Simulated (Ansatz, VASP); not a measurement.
## InSb: VASP beside Ansatz

```
CELL_PARAMETERS angstrom
0.00000 3.23910 3.23910
3.52252 0.00000 3.23910
3.52252 3.23910 0.00000
ATOMIC_POSITIONS crystal
In 0.00000 0.00000 0.00000
Sb 0.75000 0.75000 0.75000
```

Change from the starting cell: strain +0.0875 x Voigt [1, 0, 0, 0, 0, 0], atoms carried along.

Alike in both runs: task single point; functional PBE; k mesh 12 × 12 × 12; occupations gaussian, width 0.15 eV; no spin polarisation.

|  | VASP | Ansatz |
| --- | --- | --- |
| version | VASP 6.6.1 | Ansatz 0.2.0 |
| potentials or method | VASP PAW PBE potentials, release 64 (In_d, Sb), cutoff 520 eV | scalar-relativistic, plane waves, PAW |
| valence electrons in the cell | 18 | 28 |

|  | VASP | Ansatz | Ansatz less VASP |
| --- | --- | --- | --- |
| gap on the k mesh at the Fermi level (eV) | none | none | - |
| pressure (GPa) | -0.5 | -0.5 | +0.03 |
| traceless stress, the component that is largest in VASP (GPa) | -1.68 | -1.68 | +0.001 |

A gap of «none» marks a metal or a gap that the smearing closes. VASP's potentials hold 18 valence electrons a cell and Ansatz's 28, so a difference there can come from the potentials and not from the codes.

Neither program's run includes spin-orbit coupling.
